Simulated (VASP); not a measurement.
Wanted: the native input for a VASP 6.6.1 run.

```yaml
Task: single point
Functional: PBE
Potentials_or_basis: VASP PAW PBE potentials, release 64 (Ti_sv, Co_sv)
Cutoff: 690 eV
k_mesh: 2 × 2 × 2
Occupations: gaussian, width 0.1 eV
Spin: collinear spin, ferromagnetic start
Starting_moments: "[0.0, 0.6] μB"
Hubbard_terms: Ti d U = 2.7 eV
Dipole_correction: no
Further_INCAR_settings: ALGO = Normal; EDIFF = 1e-06; NBANDS = 26
```

The structure of TiCo lies in POSCAR:

```
TiCo
1.0
    2.9861109900      0.0000000000      0.0000000000
    0.0000000000      2.9861109900      0.0000000000
    0.0000000000      0.0000000000      2.9861109900
Ti Co
1 1
Direct
    0.0000000000      0.0000000000      0.0000000000
    0.5000000000      0.5167441867      0.5000000000
```

One way to write it, as run:

INCAR

```
PREC = Accurate
ENCUT = 690
EDIFF = 1E-6
ISMEAR = 0
SIGMA = 0.1
LREAL = False
LASPH = True
NELM = 200
ALGO = Normal
ISIF = 2
LWAVE = False
LCHARG = True
ISPIN = 2
MAGMOM = 0 0.6
LORBIT = 11
LMAXMIX = 4
LDAU = True
LDAUTYPE = 2
LDAUL = 2 -1
LDAUU = 2.7 0
LDAUJ = 0 0
LDAUPRINT = 1
GGA = PE
LELF = True
LVHAR = True
NBANDS = 26
GGA_COMPAT = False
```

KPOINTS

```
regular mesh
0
Gamma
  2 2 2
```

Potentials or basis: VASP PAW PBE potentials, release 64 (Ti_sv, Co_sv).

Launch:

```console
$ cat potpaw_PBE.64/Ti_sv/POTCAR potpaw_PBE.64/Co_sv/POTCAR > POTCAR
$ mpirun -np 1 vasp_std > vasp.out
```

Results of the run:

| Item | Value |
| --- | --- |
| Pressure | 8.9 GPa |
| Largest force | 0.305 eV/Å |
| Net moment | 1.75 μB per cell |
| Site moments | Ti +0.00; Co +1.41 μB |
| Valence electrons inside the program's atomic spheres | Ti 10.29; Co 15.16 |

Caveat: the k points lie up to 1.05 Å⁻¹ apart, too coarse for converged energies, forces and pressures; the U is typed as a test and isn't derived for this compound.

It took 50 s on 1 thread of AMD EPYC 7R43 64-Core Processor (Zen 3), on a shared host, peak memory 0.13 GiB.
